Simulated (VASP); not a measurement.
# Nb16O (a cell with a defect) in VASP: notebook

The runs below take Nb16O (a cell with a defect) through single point, relaxation of the atoms, with PBE.

All numbers are computed with VASP 6.6.1; they aren't measurements. Logs are shortened: lines on timing, memory, paths and dates and some standing lists are left out, and cuts for length are marked.

### 1 The cell of the first run

The cell holds a defect, 17 atoms: a = 6.617 Å, b = 6.617 Å, c = 6.617 Å, α = 90.00°, β = 90.00°, γ = 90.00°.

### 2 Single point, PBE

INCAR reads:

```
PREC = Accurate ; ENCUT = 520
EDIFF = 1E-7 ; ISMEAR = 1
SIGMA = 0.1 ; LREAL = Auto
LASPH = True ; NELM = 80
ALGO = Normal ; ISIF = 2
LWAVE = False ; LCHARG = False
GGA = PE ; NBANDS = 121
KPAR = 4
```

KPOINTS reads:

```
regular mesh
0
Gamma
  5 5 5
```

POSCAR reads:

```
Nb16O
1.0
    6.6171497900      0.0000000000      0.0000000000
    0.0000000000      6.6171497900      0.0000000000
    0.0000000000      0.0000000000      6.6171497900
Nb O
16 1
Direct
    0.0069089000     -0.0063674100     -0.0001845700
    0.2503255600      0.2501367200      0.2488431900
   -0.0002409300      0.0007689300      0.4998169100
    0.2504552100      0.2501319700      0.7507507000
    0.0069126500      0.5066864900     -0.0001464800
    0.2503793200      0.7501477800      0.2542740500
   -0.0002254300      0.4995063800      0.4998644600
    0.2503872500      0.7501440500      0.7453055100
    0.4938615500     -0.0063601300     -0.0002679800
    0.7503105100      0.2501038900      0.2054320900
    0.5010231800      0.0007695200      0.4997198400
    0.7504891600      0.2501867600      0.7941392000
    0.4938653400      0.5066816700     -0.0002236300
    0.7503699000      0.7501050000      0.2488459100
    0.5010276800      0.4995020700      0.4997741900
    0.7503762900      0.7501733900      0.7507502100
    0.7504312600      0.2501590100      0.4997860200
```

Potentials or basis: VASP PAW PBE potentials, release 64 (Nb_sv, O).

On the command line:

```bash
> cat potpaw_PBE.64/Nb_sv/POTCAR potpaw_PBE.64/O/POTCAR > POTCAR
> mpirun -np 4 vasp_std > vasp.out
```

OUTCAR:

```text
PREC = Accurate
   ENCUT = 520
   EDIFF = 1E-7
   ISMEAR = 1
   LREAL = Auto
   LASPH = True
   NELM = 80
   ISIF = 2
   GGA = PE

 ion  position               nearest neighbor table
   1  0.007  0.994  1.000-  12 2.76  10 2.76   6 2.83   8 2.83   2 2.86  16 2.86  14 2.86   4 2.86

   2  0.250  0.250  0.249-   1 2.86   5 2.86   9 2.86  13 2.86   3 2.87  11 2.87   7 2.87  15 2.87

   3  1.000  0.001  0.500-  17 2.33   8 2.85   6 2.85   2 2.87  16 2.87   4 2.87  14 2.87  12 3.04
                            10 3.04
   4  0.250  0.250  0.751-   9 2.86  13 2.86   1 2.86   5 2.86  15 2.87   7 2.87  11 2.87   3 2.87

   5  0.007  0.507  1.000-  12 2.76  10 2.76   6 2.83   8 2.83   2 2.86  14 2.86  16 2.86   4 2.86

   6  0.250  0.750  0.254-   5 2.83   1 2.83  13 2.83   9 2.83  11 2.85   3 2.85  15 2.85   7 2.85

   7  1.000  0.500  0.500-  17 2.33   8 2.85   6 2.85   4 2.87   2 2.87  16 2.87  14 2.87  12 3.04
                            10 3.04
   8  0.250  0.750  0.745-   9 2.83  13 2.83   1 2.83   5 2.83   7 2.85   3 2.85  15 2.85  11 2.85

   9  0.494  0.994  1.000-  10 2.76  12 2.76   8 2.83   6 2.83   4 2.86  16 2.86   2 2.86  14 2.86

  10  0.750  0.250  0.205-  17 1.95  12 2.72   9 2.76  13 2.76   1 2.76   5 2.76  11 3.04  15 3.04
                             3 3.04   7 3.04
  11  0.501  0.001  0.500-  17 2.33   6 2.85   8 2.85  14 2.87   2 2.87   4 2.87  16 2.87  10 3.04
                            12 3.04
  12  0.750  0.250  0.794-  17 1.95  10 2.72   5 2.76   1 2.76  13 2.76   9 2.76   7 3.04   3 3.04
                            15 3.04  11 3.04
  13  0.494  0.507  1.000-  10 2.76  12 2.76   8 2.83   6 2.83   4 2.86  14 2.86  16 2.86   2 2.86

  14  0.750  0.750  0.249-   5 2.86  13 2.86   1 2.86   9 2.86  15 2.87  11 2.87   7 2.87   3 2.87

  15  0.501  0.500  0.500-  17 2.33   6 2.85   8 2.85  14 2.87   4 2.87  16 2.87   2 2.87  10 3.04
                            12 3.04
  16  0.750  0.750  0.751-   9 2.86  13 2.86   1 2.86   5 2.86   3 2.87   7 2.87  11 2.87  15 2.87

  17  0.750  0.250  0.500-  12 1.95  10 1.95   7 2.33   3 2.33  15 2.33  11 2.33

  LATTYP: Found a simple cubic cell.
 ALAT       =     6.6171497900

  Lattice vectors:

 A1 = (   6.6171497900,   0.0000000000,   0.0000000000)
 A2 = (   0.0000000000,   6.6171497900,   0.0000000000)
 A3 = (   0.0000000000,   0.0000000000,   6.6171497900)

Analysis of symmetry for initial positions (statically):
=====================================================================
 Subroutine PRICEL returns:
 Original cell was already a primitive cell.

 Routine SETGRP: Setting up the symmetry group for a
 simple cubic supercell.

 Subroutine GETGRP returns: Found  1 space group operations
 (whereof  1 operations were pure point group operations)
 out of a pool of 48 trial point group operations.

The static configuration has the point symmetry C_1 .

Analysis of symmetry for dynamics (positions and initial velocities):
=====================================================================
 Subroutine PRICEL returns:
 Original cell was already a primitive cell.

 Routine SETGRP: Setting up the symmetry group for a
 simple cubic supercell.

 Subroutine GETGRP returns: Found  1 space group operations
 (whereof  1 operations were pure point group operations)
 out of a pool of 48 trial point group operations.

The dynamic configuration has the point symmetry C_1 .

 Subroutine INISYM returns: Found  1 space group operations
 (whereof  1 operations are pure point group operations),
 and found     1 'primitive' translations

----------------------------------------------------------------------------------------

                                     Primitive cell

  volume of cell :     289.7430

  direct lattice vectors                    reciprocal lattice vectors
     6.617149790  0.000000000  0.000000000     0.151122467  0.000000000  0.000000000
     0.000000000  6.617149790  0.000000000     0.000000000  0.151122467  0.000000000
     0.000000000  0.000000000  6.617149790     0.000000000  0.000000000  0.151122467

  length of vectors
     6.617149790  6.617149790  6.617149790     0.151122467  0.151122467  0.151122467

  position of ions in fractional coordinates (direct lattice)
     0.006908900  0.993632590  0.999815430
     0.250325560  0.250136720  0.248843190
     0.999759070  0.000768930  0.499816910
     0.250455210  0.250131970  0.750750700
     0.006912650  0.506686490  0.999853520
     0.250379320  0.750147780  0.254274050
[... 9 lines left out ...]
     0.750376290  0.750173390  0.750750210
     0.750431260  0.250159010  0.499786020

  ion indices of the primitive-cell ions
   primitive index   ion index
                 1           1
                 2           2
                 3           3
                 4           4
                 5           5
                 6           6
[... 9 lines left out ...]
                16          16
                17          17

----------------------------------------------------------------------------------------

 KPOINTS: regular mesh

Automatic generation of k-mesh.
 Grid dimensions read from file:
 generate k-points for:    5    5    5

 Generating k-lattice:

  Cartesian coordinates                     Fractional coordinates (reciprocal lattice)
     0.030224493  0.000000000  0.000000000     0.200000000  0.000000000  0.000000000
     0.000000000  0.030224493  0.000000000     0.000000000  0.200000000  0.000000000
     0.000000000  0.000000000  0.030224493     0.000000000  0.000000000  0.200000000

  Length of vectors
     0.030224493  0.030224493  0.030224493

  Shift w.r.t. Gamma in fractional coordinates (k-lattice)
     0.000000000  0.000000000  0.000000000

 Subroutine IBZKPT returns following result:
 ===========================================

 Found     63 irreducible k-points:

 Following reciprocal coordinates:
            Coordinates               Weight
  0.000000  0.000000  0.000000      1.000000
  0.200000  0.000000  0.000000      2.000000
  0.000000  0.200000  0.000000      2.000000
  0.000000  0.000000  0.200000      2.000000
  0.400000  0.000000  0.000000      2.000000
  0.000000  0.400000  0.000000      2.000000
[... 16 lines left out ...]
  0.000000 -0.200000  0.400000      2.000000
  0.400000 -0.200000  0.000000      2.000000
 [... further k-points ...]
   k-points           NKPTS =     63   k-points in BZ     NKDIM =     63   number of bands    NBANDS=    121
   number of dos      NEDOS =    301   number of ions     NIONS =     17
   total plane-waves  NPLWV = 125000
   dimension x,y,z NGX =    50 NGY =   50 NGZ =   50
   dimension x,y,z NGXF=   100 NGYF=  100 NGZF=  100
   ions per type =              16   1
   NGX,Y,Z   is equivalent  to a cutoff of  12.56, 12.56, 12.56 a.u.
   NGXF,Y,Z  is equivalent  to a cutoff of  25.12, 25.12, 25.12 a.u.
 SYSTEM =  unknown system
   PREC   = accura    normal or accurate (medium, high low for compatibility)
   ISTART =      0    job   : 0-new  1-cont  2-samecut
   ICHARG =      2    charge: 1-file 2-atom 10-const
   ISPIN  =      1    spin polarized calculation?
   LNONCOLLINEAR =      F non collinear calculations
   LSORBIT =      F    spin-orbit coupling
   LASPH  =      T    aspherical Exc in radial PAW
   ENCUT  =  520.0 eV  38.22 Ry    6.18 a.u.  12.30 12.30 12.30*2*pi/ulx,y,z
   NELM   =     80;   NELMIN=  2; NELMDL= -5     # of ELM steps
   EDIFF  = 0.1E-06   stopping-criterion for ELM
   LREAL  =      T    real-space projection
   EDIFFG = 0.1E-05   stopping-criterion for IOM
   NSW    =      0    number of steps for IOM
   IBRION =     -1    ionic relax: 0-MD 1-quasi-New 2-CG
   NFREE  =      0    steps in history (QN), initial steepest desc. (CG)
   ISIF   =      2    stress and relaxation
   ISYM   =      2    0-nonsym 1-usesym 2-fastsym
   POTIM  = 0.5000    time-step for ionic-motion
   TEBEG  =    0.0;   TEEND  =   0.0 temperature during run
   PSTRESS=    0.0 pullay stress
   NELECT =     214.0000    total number of electrons
   NUPDOWN=      -1.0000    fix difference up-down
   EMIN   =  10.00;   EMAX   =-10.00  energy-range for DOS
   EFERMI =   0.00;   METHOD = LEGACY
   ISMEAR =     1;   SIGMA  =   0.10  broadening in eV -4-tet -1-fermi 0-gaus
   EFERMI_NEDOS =   21; number of points for ismear=-14 and -15
   IALGO  =     38    algorithm
   IMIX   =      4    mixing-type and parameters
     AMIX     =   0.40;   BMIX     =  1.00
     AMIX_MAG =   1.60;   BMIX_MAG =  1.00
  volume/ion in A,a.u.               =      17.04       115.02
  Fermi-wavevector in a.u.,A,eV,Ry     =   1.479819  2.796452 29.794893  2.189863
  Thomas-Fermi vector in A             =   2.593929
   LORBIT       =      0    0 simple, 1 ext, 2 COOP (PROOUT), +10 PAW based schemes
   GGA     = PE    functional components
   LHFCALC =     F    Hartree Fock is set to
   AEXX    =    0.0000 exact exchange contribution
   IVDW    =     0    specifies the selected vdW correction
   LEPSILON=     F    determine dielectric tensor
   LRPA    =     F    only Hartree local field effects (RPA)
 non-spin polarized calculation
 Methfessel and Paxton  Order N= 1 SIGMA  =   0.10
  energy-cutoff  :      520.00
  volume of cell :      289.74
 maximum number of plane-waves:      7813
 NGX is ok and might be reduce to    50
   NGX = 25   NGY = 25   NGZ = 25

 number of electron     214.0000012 magnetization

 Free energy of the ion-electron system (eV)
  ---------------------------------------------------
  ext. energy  EPLUGINS =         0.00000000
  ---------------------------------------------------
  free energy    TOTEN  =      -171.56477594 eV

  energy without entropy =     -171.56732119  energy(sigma->0) =     -171.56562436

 E-fermi :  11.4300     XC(G=0): -12.5857

 val. band max:       11.4285377090   @ k =   0.0000   0.2000   0.4000
 cond. band min:      11.4331292471   @ k =   0.4000   0.0000   0.0000
 fundamental gap:      0.0045915381
 Fermi energy:        11.4299533547

 k-point     1 :       0.0000    0.0000    0.0000
  band No.  band energies     occupation
      1     -43.1473      2.00000
      2     -43.0414      2.00000
      3     -43.0227      2.00000
      4     -43.0227      2.00000
      5     -43.0030      2.00000
      6     -42.9756      2.00000
[... 111 lines left out ...]
    118      13.4222     -0.00000
    119      13.4877      0.00000
[... 2804 lines left out ...]
    118      13.1343     -0.00000
    119      13.2557     -0.00000

 [... further k-points ...]

 [bands above 119 left out]

------------------------ aborting loop because EDIFF is reached ----------------------------------------

  FORCE on cell =-STRESS in cart. coord.  units (eV):
  Direction    XX          YY          ZZ          XY          YZ          ZX
  --------------------------------------------------------------------------------------
  -------------------------------------------------------------------------------------
  Total        4.6845683      4.6825968     20.1606733      0.0012843     -0.0011026     -0.0028228
  in kB       25.9040258     25.8931242    111.4814780      0.0071017     -0.0060973     -0.0156091
  external PRESSURE =      54.4262093 kB  Pullay stress =       0.0000000 kB

 VOLUME and BASIS-vectors are now :
 -----------------------------------------------------------------------------
  energy-cutoff  :      520.00
  volume of cell :      289.74
      direct lattice vectors                 reciprocal lattice vectors
     6.617149790  0.000000000  0.000000000     0.151122467  0.000000000  0.000000000
     0.000000000  6.617149790  0.000000000     0.000000000  0.151122467  0.000000000
     0.000000000  0.000000000  6.617149790     0.000000000  0.000000000  0.151122467

 POSITION                                       TOTAL-FORCE (eV/Angst)
 -----------------------------------------------------------------------------------
      0.04572      6.57502      6.61593         0.122196     -0.122859     -0.001452
      1.65644      1.65519      1.64663         0.003958     -0.000058     -0.008157
      6.61556      0.00509      3.30736         0.005450     -0.007004     -0.001278
      1.65730      1.65516      4.96783        -0.001481      0.002319      0.008534
      0.04574      3.35282      6.61618         0.121876      0.121122     -0.001528
      1.65680      4.96384      1.68257        -0.000788     -0.000670      0.053115
[... 9 lines left out ...]
      4.96535      4.96401      4.96783         0.003727     -0.000676      0.008591
      4.96572      1.65534      3.30716        -0.002862     -0.001456      0.000289
 -----------------------------------------------------------------------------------
    total drift:                                0.006464      0.002653      0.009710

  FREE ENERGIE OF THE ION-ELECTRON SYSTEM (eV)
  ---------------------------------------------------
  free  energy   TOTEN  =      -171.5647759424 eV

  energy  without entropy=     -171.5673211866  energy(sigma->0) =     -171.56562436
```

Wall time 19 min (4 MPI ranks of AMD EPYC 9R45 (Zen 5), shared host); peak memory 1.2 GiB.

Results:

```yaml
Free_energy: -171.5648 eV
Pressure: 5.4 GPa
Largest_force: 0.173 eV/Å
Band_gap_on_the_k_mesh: zero (bands 107 and 108 overlap by 1.50 eV)
```

Forces in eV/Å, atoms in the order of the input:
```
Nb   0.122 -0.123 -0.001
Nb   0.004  0.000 -0.008
Nb   0.005 -0.007 -0.001
Nb  -0.001  0.002  0.009
Nb   0.122  0.121 -0.002
Nb  -0.001 -0.001  0.053
Nb   0.005  0.006 -0.003
Nb   0.002  0.001 -0.053
Nb  -0.122 -0.123  0.000
Nb   0.004  0.003 -0.062
Nb  -0.006 -0.006  0.003
Nb  -0.005 -0.002  0.065
Nb  -0.122  0.121  0.000
Nb  -0.001  0.003 -0.008
Nb  -0.007  0.006  0.001
Nb   0.004 -0.001  0.009
O   -0.003 -0.001  0.000
```

[end of part 1 of 2]

The gap in the log of VASP goes by the Fermi energy; the results here count the filled bands.